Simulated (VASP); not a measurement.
# MgO (P6_3/mmc) in VASP: a series of runs

The runs below take MgO through single point, with LDA.

Program: VASP 6.6.1. These are calculated values, not measurements. Logs are shortened: lines on timing, memory, paths and dates and some standing lists are left out, and cuts for length are marked.

## 1. The cell of the first run

Symmetry: P6_3/mmc, No. 194, hexagonal system. Conventional cell: a = 3.430 Å, b = 3.430 Å, c = 4.316 Å, α = 90.00°, β = 90.00°, γ = 120.00°. Within 2.6 Å of Mg (site symmetry -6m2) lie 5 O at 1.98 to 2.16 Å. Within 2.6 Å of O (site symmetry -6m2) lie 5 Mg at 1.98 to 2.16 Å.

## 2. Single point, LDA

The input, INCAR:

```
  PREC = Accurate
  ENCUT = 750
  EDIFF = 1E-6
  ISMEAR = 0
  SIGMA = 0.05
  LREAL = False
  LASPH = True
  NELM = 120
  ALGO = Normal
  ISIF = 2
  LWAVE = False
  LCHARG = False
  NBANDS = 24
  GGA_COMPAT = False
```

The input, KPOINTS:

```
regular mesh
0
Gamma
  12 12 6
```

The input, POSCAR:

```
MgO
1.0
    3.4301361268      0.0000000000      0.0000000000
   -1.7150680634      2.9705850243      0.0000000000
    0.0000000000      0.0000000000      4.3161737560
Mg O
2 2
Direct
    0.6666666667      0.3333333333      0.7500000000
    0.3333333333      0.6666666667      0.2500000000
    0.6666666667      0.3333333333      0.2500000000
    0.3333333333      0.6666666667      0.7500000000
```

Potentials or basis: VASP PAW LDA potentials, release 64 (Mg_sv, O).

Run with:

```sh
> cat potpaw_LDA.64/Mg_sv/POTCAR potpaw_LDA.64/O/POTCAR > POTCAR
> mpirun -np 1 vasp_std > vasp.out
```

OUTCAR:

```text
PREC = Accurate
   ENCUT = 750
   EDIFF = 1E-6
   ISMEAR = 0
   LREAL = False
   LASPH = True
   NELM = 120
   ISIF = 2

 ion  position               nearest neighbor table
   1  0.667  0.333  0.750-   4 1.98   4 1.98   4 1.98
   2  0.333  0.667  0.250-   3 1.98   3 1.98   3 1.98
   3  0.667  0.333  0.250-   2 1.98   2 1.98   2 1.98
   4  0.333  0.667  0.750-   1 1.98   1 1.98   1 1.98

  LATTYP: Found a hexagonal cell.
 ALAT       =     3.4301361268
 C/A-ratio  =     1.2583097569

  Lattice vectors:

 A1 = (   3.4301361268,   0.0000000000,   0.0000000000)
 A2 = (  -1.7150680634,   2.9705850243,   0.0000000000)
 A3 = (   0.0000000000,   0.0000000000,   4.3161737560)

Analysis of symmetry for initial positions (statically):
=====================================================================
 Subroutine PRICEL returns:
 Original cell was already a primitive cell.

 Routine SETGRP: Setting up the symmetry group for a
 hexagonal supercell.

 Subroutine GETGRP returns: Found 24 space group operations
 (whereof 12 operations were pure point group operations)
 out of a pool of 24 trial point group operations.

The static configuration has the point symmetry D_3d.
 The point group associated with its full space group is D_6h.

Analysis of symmetry for dynamics (positions and initial velocities):
=====================================================================
 Subroutine PRICEL returns:
 Original cell was already a primitive cell.

 Routine SETGRP: Setting up the symmetry group for a
 hexagonal supercell.

 Subroutine GETGRP returns: Found 24 space group operations
 (whereof 12 operations were pure point group operations)
 out of a pool of 24 trial point group operations.

The dynamic configuration has the point symmetry D_3d.
 The point group associated with its full space group is D_6h.

 Subroutine INISYM returns: Found 24 space group operations
 (whereof 12 operations are pure point group operations),
 and found     1 'primitive' translations

----------------------------------------------------------------------------------------

                                     Primitive cell

  volume of cell :      43.9797

  direct lattice vectors                    reciprocal lattice vectors
     3.430136127  0.000000000  0.000000000     0.291533619  0.168317014  0.000000000
    -1.715068063  2.970585024  0.000000000     0.000000000  0.336634027  0.000000000
     0.000000000  0.000000000  4.316173756     0.000000000  0.000000000  0.231686687

  length of vectors
     3.430136127  3.430136127  4.316173756     0.336634027  0.336634027  0.231686687

  position of ions in fractional coordinates (direct lattice)
     0.666666667  0.333333333  0.750000000
     0.333333333  0.666666667  0.250000000
     0.666666667  0.333333333  0.250000000
     0.333333333  0.666666667  0.750000000

  ion indices of the primitive-cell ions
   primitive index   ion index
                 1           1
                 2           2
                 3           3
                 4           4

----------------------------------------------------------------------------------------

 KPOINTS: regular mesh

Automatic generation of k-mesh.
 Grid dimensions read from file:
 generate k-points for:   12   12    6

 Generating k-lattice:

  Cartesian coordinates                     Fractional coordinates (reciprocal lattice)
     0.024294468  0.014026418  0.000000000     0.083333333  0.000000000  0.000000000
     0.000000000  0.028052836  0.000000000     0.000000000  0.083333333  0.000000000
     0.000000000  0.000000000  0.038614448     0.000000000  0.000000000  0.166666667

  Length of vectors
     0.028052836  0.028052836  0.038614448

  Shift w.r.t. Gamma in fractional coordinates (k-lattice)
     0.000000000  0.000000000  0.000000000

 Subroutine IBZKPT returns following result:
 ===========================================

 Found     76 irreducible k-points:

 Following reciprocal coordinates:
            Coordinates               Weight
  0.000000  0.000000  0.000000      1.000000
  0.083333  0.000000  0.000000      6.000000
  0.166667  0.000000  0.000000      6.000000
  0.250000  0.000000  0.000000      6.000000
  0.333333 -0.000000  0.000000      6.000000
  0.416667  0.000000  0.000000      6.000000
[... 16 lines left out ...]
  0.250000  0.000000  0.166667     12.000000
  0.333333 -0.000000  0.166667     12.000000
 [... further k-points ...]
   k-points           NKPTS =     76   k-points in BZ     NKDIM =     76   number of bands    NBANDS=     24
   number of dos      NEDOS =    301   number of ions     NIONS =      4
   total plane-waves  NPLWV =  40960
   dimension x,y,z NGX =    32 NGY =   32 NGZ =   40
   dimension x,y,z NGXF=    64 NGYF=   64 NGZF=   80
   ions per type =               2   2
   NGX,Y,Z   is equivalent  to a cutoff of  15.51, 15.51, 15.41 a.u.
   NGXF,Y,Z  is equivalent  to a cutoff of  31.02, 31.02, 30.81 a.u.
 SYSTEM =  unknown system
   PREC   = accura    normal or accurate (medium, high low for compatibility)
   ISTART =      0    job   : 0-new  1-cont  2-samecut
   ICHARG =      2    charge: 1-file 2-atom 10-const
   ISPIN  =      1    spin polarized calculation?
   LNONCOLLINEAR =      F non collinear calculations
   LSORBIT =      F    spin-orbit coupling
   LASPH  =      T    aspherical Exc in radial PAW
   ENCUT  =  750.0 eV  55.12 Ry    7.42 a.u.   7.66  7.66  9.64*2*pi/ulx,y,z
   NELM   =    120;   NELMIN=  2; NELMDL= -5     # of ELM steps
   EDIFF  = 0.1E-05   stopping-criterion for ELM
   LREAL  =      F    real-space projection
   EDIFFG = 0.1E-04   stopping-criterion for IOM
   NSW    =      0    number of steps for IOM
   IBRION =     -1    ionic relax: 0-MD 1-quasi-New 2-CG
   NFREE  =      0    steps in history (QN), initial steepest desc. (CG)
   ISIF   =      2    stress and relaxation
   ISYM   =      2    0-nonsym 1-usesym 2-fastsym
   POTIM  = 0.5000    time-step for ionic-motion
   TEBEG  =    0.0;   TEEND  =   0.0 temperature during run
   PSTRESS=    0.0 pullay stress
   NELECT =      32.0000    total number of electrons
   NUPDOWN=      -1.0000    fix difference up-down
   EMIN   =  10.00;   EMAX   =-10.00  energy-range for DOS
   EFERMI =   0.00;   METHOD = LEGACY
   ISMEAR =     0;   SIGMA  =   0.05  broadening in eV -4-tet -1-fermi 0-gaus
   EFERMI_NEDOS =   21; number of points for ismear=-14 and -15
   IALGO  =     38    algorithm
   IMIX   =      4    mixing-type and parameters
     AMIX     =   0.40;   BMIX     =  1.00
     AMIX_MAG =   1.60;   BMIX_MAG =  1.00
  volume/ion in A,a.u.               =      10.99        74.20
  Fermi-wavevector in a.u.,A,eV,Ry     =   1.472451  2.782528 29.498938  2.168111
  Thomas-Fermi vector in A             =   2.587464
   LORBIT       =      0    0 simple, 1 ext, 2 COOP (PROOUT), +10 PAW based schemes
   GGA     = CA    functional components
   LHFCALC =     F    Hartree Fock is set to
   AEXX    =    0.0000 exact exchange contribution
   IVDW    =     0    specifies the selected vdW correction
   LEPSILON=     F    determine dielectric tensor
   LRPA    =     F    only Hartree local field effects (RPA)
 non-spin polarized calculation
 Gauss-broadening in eV      SIGMA  =   0.05
  energy-cutoff  :      750.00
  volume of cell :       43.98
 maximum number of plane-waves:      2089
 NGX is ok and might be reduce to    32

 number of electron      32.0000016 magnetization

 Free energy of the ion-electron system (eV)
  ---------------------------------------------------
  ext. energy  EPLUGINS =         0.00000000
  ---------------------------------------------------
  free energy    TOTEN  =       -26.10732053 eV

  energy without entropy =      -26.10732053  energy(sigma->0) =      -26.10732053

 E-fermi :   1.8375     XC(G=0): -10.9007

 val. band max:        1.4964601359   @ k =   0.0000   0.0000   0.0000
 cond. band min:       4.7837454543   @ k =   0.0000   0.0000   0.0000
 fundamental gap:      3.2872853184
 Fermi energy:         1.8375183856

 k-point     1 :       0.0000    0.0000    0.0000
  band No.  band energies     occupation
      1     -69.8652      2.00000
      2     -69.8529      2.00000
      3     -37.4099      2.00000
      4     -37.3683      2.00000
      5     -37.3683      2.00000
      6     -37.3446      2.00000
[... 16 lines left out ...]
     23      16.9343      0.00000
     24      16.9685      0.00000

 k-point     2 :       0.0833    0.0000    0.0000
  band No.  band energies     occupation
      1     -69.8649      2.00000
      2     -69.8531      2.00000
      3     -37.4089      2.00000
      4     -37.3696      2.00000
      5     -37.3691      2.00000
      6     -37.3462      2.00000
[... 16 lines left out ...]
     23      16.5706      0.00000
     24      16.5810      0.00000

 k-point     3 :       0.1667    0.0000    0.0000
  band No.  band energies     occupation
      1     -69.8641      2.00000
      2     -69.8534      2.00000
      3     -37.4051      2.00000
      4     -37.3729      2.00000
      5     -37.3709      2.00000
      6     -37.3506      2.00000
[... 16 lines left out ...]
     23      15.8283      0.00000
     24      15.9464      0.00000
[... 514 lines left out ...]
 k-point    23 :       0.2500    0.0000    0.1667
  band No.  band energies     occupation
      1     -69.8624      2.00000
      2     -69.8545      2.00000
      3     -37.4014      2.00000
      4     -37.3712      2.00000
      5     -37.3712      2.00000
      6     -37.3649      2.00000
[... 16 lines left out ...]
     23      15.4985      0.00000
     24      15.6781      0.00000

 k-point    24 :       0.3333   -0.0000    0.1667
  band No.  band energies     occupation
      1     -69.8613      2.00000
      2     -69.8552      2.00000
      3     -37.4002      2.00000
      4     -37.3749      2.00000
      5     -37.3733      2.00000
      6     -37.3691      2.00000
[... 16 lines left out ...]
     23      15.3005      0.00000
     24      15.6421      0.00000

 [... further k-points ...]

------------------------ aborting loop because EDIFF is reached ----------------------------------------

  FORCE on cell =-STRESS in cart. coord.  units (eV):
  Direction    XX          YY          ZZ          XY          YZ          ZX
  --------------------------------------------------------------------------------------
  -------------------------------------------------------------------------------------
  Total       -0.2854009     -0.2854009     -2.4614481      0.0000000     -0.0000000      0.0000000
  in kB      -10.3971352    -10.3971352    -89.6703788      0.0000000     -0.0000000      0.0000000
  external PRESSURE =     -36.8215497 kB  Pullay stress =       0.0000000 kB

 VOLUME and BASIS-vectors are now :
 -----------------------------------------------------------------------------
  energy-cutoff  :      750.00
  volume of cell :       43.98
      direct lattice vectors                 reciprocal lattice vectors
     3.430136127  0.000000000  0.000000000     0.291533619  0.168317014  0.000000000
    -1.715068063  2.970585024  0.000000000     0.000000000  0.336634027  0.000000000
     0.000000000  0.000000000  4.316173756     0.000000000  0.000000000  0.231686687

 POSITION                                       TOTAL-FORCE (eV/Angst)
 -----------------------------------------------------------------------------------
      1.71507      0.99020      3.23713         0.000000     -0.000000      0.000000
     -0.00000      1.98039      1.07904        -0.000000      0.000000      0.000000
      1.71507      0.99020      1.07904        -0.000000      0.000000      0.000000
     -0.00000      1.98039      3.23713         0.000000     -0.000000      0.000000
 -----------------------------------------------------------------------------------
    total drift:                               -0.000000      0.000000     -0.000000

  FREE ENERGIE OF THE ION-ELECTRON SYSTEM (eV)
  ---------------------------------------------------
  free  energy   TOTEN  =       -26.1073205262 eV

  energy  without entropy=      -26.1073205262  energy(sigma->0) =      -26.10732053
```

Run time: 94 s. Hardware: 1 thread of AMD EPYC 7R43 (Zen 3), shared host; peak memory 0.2 GiB.

Results:

* Free energy: -26.1073 eV
* Pressure: -3.7 GPa
* Band gap on the k mesh: 3.29 eV

Caveat: the cell stands under tension.

## 3. Single point, LDA

This run uses another cell than the first one, of the same volume but with other edges.

The input, INCAR:

```
SYSTEM = MgO
  PREC = Accurate
  ENCUT = 750
  EDIFF = 1E-6
  ISMEAR = 0
  SIGMA = 0.05
  LREAL = .False.
  LASPH = .True.
  NELM = 120
  ALGO = Normal
  ISIF = 2
  LWAVE = .False.
  LCHARG = .True.
  LELF = .True.
  LVHAR = .True.
  NBANDS = 24
  GGA_COMPAT = .False.
```

The input, KPOINTS:

```
regular mesh
0
Gamma
  12 12 6
  0 0 0
```

The input, POSCAR:

```
MgO
1.0
    3.3773564079      0.0000000000      0.0000000000
   -1.6886782040      2.9248764469      0.0000000000
    0.0000000000      0.0000000000      4.4521300693
Mg O
2 2
Direct
    0.6666666667      0.3333333333      0.7500000000
    0.3333333333      0.6666666667      0.2500000000
    0.6666666667      0.3333333333      0.2500000000
    0.3333333333      0.6666666667      0.7500000000
```

Potentials or basis: VASP PAW LDA potentials, release 64 (Mg_sv, O).

Run with:

```sh
> cat potpaw_LDA.64/Mg_sv/POTCAR potpaw_LDA.64/O/POTCAR > POTCAR
> mpirun -np 1 vasp_std > vasp.out
```

Wall time 69 s (1 thread of Intel Xeon 6975P-C (Granite Rapids), shared host); peak memory 0.23 GiB.

Results (log left out):

```
Free energy            : -26.0122 eV
Pressure               : -2.3 GPa
Band gap on the k mesh : 3.24 eV
```

Stress tensor (GPa, compression positive):
```
  2.51   0.00   0.00
  0.00   2.51   0.00
  0.00   0.00 -11.83
```

Levels at points of the mesh, in eV from the valence-band top:
| k point | band 13 | band 14 | band 15 | band 16 | band 17 | band 18 | band 19 | band 20 |
| --- | --- | --- | --- | --- | --- | --- | --- | --- |
| (0.00, 0.00, 0.00) | -1.71 | -1.02 | -1.02 | 0.00 | 3.24 | 8.95 | 11.15 | 12.87 |
| (0.50, 0.00, 0.00) | -2.41 | -2.27 | -1.36 | -0.83 | 6.98 | 8.63 | 8.96 | 11.77 |
| (0.00, 0.00, 0.50) | -1.38 | -1.38 | -1.38 | -1.38 | 6.18 | 6.18 | 13.24 | 13.24 |
| (0.50, 0.00, 0.50) | -1.63 | -1.63 | -1.02 | -1.02 | 7.02 | 7.02 | 11.47 | 11.47 |

 A k mesh can miss the band edges.

## 4. Single point, LDA

This run uses another cell than the first one, of the same volume but with other edges.

The input, INCAR:

```
SYSTEM = MgO
PREC = Accurate
ENCUT = 750
EDIFF = 1E-6
ISMEAR = 0
SIGMA = 0.05
LREAL = .FALSE.
LASPH = .TRUE.
NELM = 120
ALGO = Normal
ISIF = 2
LWAVE = .FALSE.
LCHARG = .FALSE.
GGA = CA
NBANDS = 24
GGA_COMPAT = .FALSE.
```

The input, KPOINTS:

```
Automatic mesh
0
G
  12 12 6
  0 0 0
```

The input, POSCAR:

```
MgO
1.0
    3.5341423990      0.0000000000      0.0000000000
   -1.7670711995      3.0606570981      0.0000000000
    0.0000000000      0.0000000000      4.0658705033
Mg O
2 2
Direct
    0.6666666667      0.3333333333      0.7500000000
    0.3333333333      0.6666666667      0.2500000000
    0.6666666667      0.3333333333      0.2500000000
    0.3333333333      0.6666666667      0.7500000000
```

Run with:

```sh
> cat potpaw_LDA.64/Mg_sv/POTCAR potpaw_LDA.64/O/POTCAR > POTCAR
> mpirun -np 1 vasp_std > vasp.out
```

It took 38 s on 1 thread of Intel Xeon 6975P-C (Granite Rapids), shared host; peak memory 0.23 GiB.

It converged, with:

```yaml
Free_energy: -26.1181 eV
Pressure: -3.2 GPa
Band_gap_on_the_k_mesh: 3.39 eV
```

Stress tensor (GPa, compression positive):
```
-5.73  0.00  0.00
 0.00 -5.73  0.00
 0.00  0.00  1.77
```

Levels at points of the mesh, in eV from the valence-band top:
```csv
k point,band 12,band 13,band 14,band 15,band 16,band 17,band 18,band 19,band 20,band 21
"(0.00, 0.00, 0.00)",-1.76,-1.76,-0.71,-0.71,0.00,3.39,9.48,12.07,12.07,12.50
"(0.50, 0.00, 0.00)",-2.39,-2.32,-1.79,-1.27,-0.37,6.79,9.06,10.03,11.97,12.83
"(0.00, 0.00, 0.50)",-2.43,-1.26,-1.26,-1.26,-1.26,6.43,6.43,12.43,12.43,12.43
"(0.50, 0.00, 0.50)",-3.90,-1.51,-1.51,-0.75,-0.75,7.23,7.23,11.89,11.89,13.77
```

Caveat: the cell stands under tension. A k mesh can miss the band edges.

## 5. Single point, LDA

This run uses another cell than the first one, of the same volume but with other edges.

The input, INCAR:

```
PREC = Accurate
ENCUT = 750
EDIFF = 1E-6
ISMEAR = 0
SIGMA = 0.05
LREAL = F
LASPH = T
NELM = 120
ALGO = Normal
ISIF = 2
LWAVE = F
LCHARG = F
NBANDS = 24
GGA_COMPAT = F
```

The input, KPOINTS:

```
Automatic mesh
0
Gamma
  12 12 6
```

The input, POSCAR:

```
MgO
1.0
    3.6804547285      0.0000000000      0.0000000000
   -1.8402273643      3.1873672923      0.0000000000
    0.0000000000      0.0000000000      3.7490278863
Mg O
2 2
Direct
    0.6666666667      0.3333333333      0.7500000000
    0.3333333333      0.6666666667      0.2500000000
    0.6666666667      0.3333333333      0.2500000000
    0.3333333333      0.6666666667      0.7500000000
```

Run with:

```sh
> cat potpaw_LDA.64/Mg_sv/POTCAR potpaw_LDA.64/O/POTCAR > POTCAR
> mpirun -np 1 vasp_std > vasp.out
```

Wall time 63 s (1 thread of Intel Xeon 6975P-C (Granite Rapids), shared host); peak memory 0.23 GiB.

Results (log left out):

```
Free energy            : -25.6059 eV
Pressure               : 5.5 GPa
Band gap on the k mesh : 3.40 eV (least direct gap 3.48 eV)
```

Stress tensor (GPa, compression positive):
```
-8.44  0.00  0.00
 0.00 -8.44  0.00
 0.00  0.00 33.49
```

Levels at points of the mesh, in eV from the valence-band top:
```
           k point  band 14  band 15  band 16  band 17  band 18  band 19
(0.00, 0.00, 0.00)    -0.49    -0.49    -0.08     3.40    10.34    11.55
(0.50, 0.00, 0.00)    -1.33    -1.16     0.00     6.65     9.22    11.18
(0.00, 0.00, 0.50)    -1.21    -1.21    -1.21     6.61     6.61    11.90
(0.50, 0.00, 0.50)    -1.44    -0.62    -0.62     7.40     7.40    11.95
```

Caveat: the cell stands under pressure.

## 6. Summary

```csv
cell,gap on the mesh (eV),pressure (GPa)
"a = 3.430, b = 3.430, c = 4.316 Å, angles 90.0, 90.0, 120.0°, 4 atoms",3.29,-3.7
"a = 3.377, b = 3.377, c = 4.452 Å, angles 90.0, 90.0, 120.0°, 4 atoms",3.24,-2.3
"a = 3.534, b = 3.534, c = 4.066 Å, angles 90.0, 90.0, 120.0°, 4 atoms",3.39,-3.2
"a = 3.680, b = 3.680, c = 3.749 Å, angles 90.0, 90.0, 120.0°, 4 atoms",3.40,5.5
```

Alike in all rows: task single point; level LDA; potentials or basis VASP PAW LDA potentials, release 64 (Mg_sv, O); no spin polarisation; k mesh 12 × 12 × 6; cutoff (eV) 750; smearing gaussian 0.05 eV.

Caveats: the cell stands under tension (at least some runs); the cell stands under pressure (at least some runs).

Absolute energies hang on the potentials; compare differences alone.
